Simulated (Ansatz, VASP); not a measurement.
**One calculation of BaTiO3, two programs**

Contents of INCAR:

```
SYSTEM = BaTiO3
PREC     = Accurate       ! precision mode
ENCUT    = 520            ! plane-wave cutoff, eV
EDIFF    = 1E-6           ! SCF threshold, eV
ISMEAR   = 0              ! smearing method
SIGMA    = 0.05           ! smearing width, eV
LREAL    = .False.        ! projectors in reciprocal space
LASPH    = .True.         ! aspherical terms in the spheres
NELM     = 150            ! most SCF steps
ALGO     = Normal         ! electronic algorithm
ISIF     = 2              ! what is computed and relaxed
LWAVE    = .False.        ! write WAVECAR
LCHARG   = .True.         ! write CHGCAR
LMAXMIX  = 4              ! l up to which the mixer works
LDAU     = .True.         ! DFT+U
LDAUTYPE = 2            
LDAUL    = -1 2 -1        ! shell
LDAUU    = 0 4 0          ! U, eV
LDAUJ    = 0 0 0        
LDAUPRINT= 1            
GGA      = PE             ! functional
LELF     = .True.         ! ELF
LVHAR    = .True.       
NBANDS   = 28             ! bands
```

The input KPOINTS:

```
Automatic mesh
0
Gamma
  6 6 6
  0 0 0
```

File POSCAR:

```
BaTiO3
1.0
    4.0082194746      0.0000000000      0.0000000000
    0.0000000000      2.8445486574      2.8859183788
    0.0000000000     -2.8445486574      2.8859183788
Ba Ti O
1 1 3
Direct
    0.0000000000      0.0080771845      0.0080771845
    0.5000000000      0.5197092871      0.5197092871
    0.0000000000      0.4916268390      0.4916268390
    0.5000000000      0.4938075372      0.9829991522
    0.5000000000      0.9829991522      0.4938075372
```

Input for Ansatz:

```yaml
crystal:
  lattice:
    - [4.0082194746, 0.0, 0.0]
    - [0.0, 2.8445486574, 2.8859183788]
    - [0.0, -2.8445486574, 2.8859183788]
  atoms:
    - { symbol: Ba, position: [0.0, 0.0080771845, 0.0080771845] }
    - { symbol: Ti, position: [0.5, 0.5197092871, 0.5197092871] }
    - { symbol: O, position: [0.0, 0.491626839, 0.491626839] }
    - { symbol: O, position: [0.5, 0.4938075372, 0.9829991522] }
    - { symbol: O, position: [0.5, 0.9829991522, 0.4938075372] }
basis:
  ecutwfc: 420
kpoints:
  mp_grid: { grid: [6, 6, 6] }
hamiltonian:
  xc: pbe
  hubbard: { sites: [{ species: Ti, l: d, u_eff: 4.0 }] }
scf:
  occupations: { method: gaussian, width: 0.05 }
output:
  forces: true
  stress: true
  eigenvalues: true
```

Change from the starting cell: strain -0.0100 x Voigt [0, 1, 0, 0, 0, 0], atoms carried along.

Alike in both runs: task single point; functional PBE; k mesh 6 × 6 × 6; occupations gaussian, width 0.05 eV; no spin polarisation; Hubbard terms Ti d U = 4.0 eV.

|  | VASP | Ansatz |
| --- | --- | --- |
| version | VASP 6.6.1 | Ansatz 0.2.0 |
| potentials or method | VASP PAW PBE potentials, release 64 (Ba_sv, Ti_sv, O), cutoff 520 eV | scalar-relativistic, plane waves, PAW |
| valence electrons in the cell | 40 | 40 |

|  | VASP | Ansatz | Ansatz less VASP |
| --- | --- | --- | --- |
| gap on the k mesh at the Fermi level (eV) | 2.51 | 2.54 | +0.033 |
| least direct gap on the mesh (eV) | 2.89 | 2.91 | +0.018 |
| pressure (GPa) | 5.3 | 1.7 | -3.63 |
| traceless stress, the component that is largest in VASP (GPa) | 1.85 | 1.47 | -0.373 |
| rms of the force components (eV/Å) | 0.277 | 0.050 | -0.2275 |

The programs project onto different local orbitals, so the same U acts differently, and such runs can settle in different states. Atom by atom the forces differ by 0.229 eV/Å (rms over components).

Spin-orbit coupling is off throughout.
